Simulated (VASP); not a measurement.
**SrB3Pd2: single point with PBE**

Crystal: SrB3Pd2.

```
Sr B Pd
1.0
     0.00000    0.00000    3.06883
    -2.92563   -4.21298    0.00000
     8.77690   -4.21298    0.00000
Sr B Pd
2 6 4
Direct
  0.00000 0.75000 0.25000
  0.00000 0.25000 0.75000
  0.00000 0.16171 0.05390
  0.00000 0.66171 0.55390
  0.00000 0.33829 0.44610
  0.00000 0.83829 0.94610
  0.50000 0.50000 0.50000
  0.50000 0.00000 0.00000
  0.50000 0.50000 0.00000
  0.50000 0.00000 0.50000
  0.50000 0.25000 0.25000
  0.50000 0.75000 0.75000
```

```yaml
Program: VASP 6.6.1
Task: single point
Functional: PBE
Potentials_or_basis: VASP PAW PBE potentials, release 64 (Sr_sv, B, Pd)
Cutoff: 520 eV
k_mesh: 8 × 4 × 2
Occupations: gaussian, width 0.2 eV
Spin: no spin polarisation
Dipole_correction: no
Further_INCAR_settings: ALGO = Fast; EDIFF = 1e-06; NBANDS = 51
```

```json
{
  "Pressure": "0.3 GPa",
  "Largest force": "0.047 eV/Å",
  "Band gap on the k mesh": "zero (bands 39 and 40 overlap by 1.71 eV)"
}
```

Forces in eV/Å, atoms in the order of the input:
```
Sr   0.000  0.000  0.000
Sr   0.000  0.000  0.000
B   -0.045  0.012  0.000
B   -0.045  0.012  0.000
B    0.045 -0.012  0.000
B    0.045 -0.012  0.000
B    0.000  0.000  0.000
B    0.000  0.000  0.000
Pd   0.000  0.000  0.000
Pd   0.000  0.000  0.000
Pd   0.000  0.000  0.000
Pd   0.000  0.000  0.000
```

Stress tensor (GPa, compression positive):
```
-0.01  0.21  0.00
 0.21  0.63  0.00
 0.00  0.00  0.24
```

Levels at points of the mesh, in eV from the Fermi level:
```
           k point  band 36  band 37  band 38  band 39  band 40  band 41  band 42  band 43
(0.00, 0.00, 0.00)    -2.65    -2.39    -1.97    -0.18     0.59     0.85     1.40     1.74
(0.50, 0.00, 0.00)    -1.56    -1.55    -1.05    -0.97    -0.26    -0.11     0.35     1.01
(0.00, 0.50, 0.00)    -1.89    -1.78    -1.78     0.13     0.13     0.24     0.24     2.40
(0.50, 0.50, 0.00)    -1.92    -1.20    -1.20    -0.07    -0.07     1.43     1.43     2.28
(0.00, 0.00, 0.50)    -2.39    -2.30    -2.30    -0.44    -0.44     1.21     1.21     2.03
(0.50, 0.00, 0.50)    -1.71    -1.24    -1.24    -0.96    -0.96     0.22     0.22     1.18
(0.00, 0.50, 0.50)    -1.95    -1.48    -0.96    -0.76    -0.05     0.60     0.85     2.17
(0.50, 0.50, 0.50)    -1.54    -1.13    -1.06    -0.25     0.30     0.34     0.99     1.88
```

It took 9.1 min on 1 thread of Oxide Virtual Turin-like Processor, with other jobs on the host, peak memory 0.33 GiB.
